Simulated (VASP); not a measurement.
## Y: single point with PBEsol

Crystal: Y.

```xyz
1
Lattice="-1.9889 1.9889 1.9889 1.9889 -1.9889 1.9889 1.9889 1.9889 -1.9889" Properties=species:S:1:pos:R:3 pbc="T T T"
Y     0.0000    0.0000    0.0000
```

* Program: VASP 6.6.1
* Task: single point
* Functional: PBEsol
* Potentials or basis: VASP PAW PBE potentials, release 64 (Y_sv)
* Cutoff: 520 eV
* k mesh: 11 × 11 × 11
* Occupations: fermi-dirac, width 0.1 eV
* Spin: no spin polarisation

* Pressure: -0.1 GPa

Levels at points of the mesh, in eV from the Fermi level:
```tsv
k point	band 1	band 2	band 3	band 4	band 5	band 6	band 7	band 8	band 9	band 10
(0.00, 0.00, 0.00)	-42.64	-22.33	-22.33	-22.33	-4.89	1.70	1.70	1.70	3.74	3.74
```

Wall time 41 s on 1 thread of AMD EPYC 7R13, on a shared host, peak memory 0.15 GiB.

Caveat: the PAW data sets were made with another functional, which shifts forces and pressure a little.
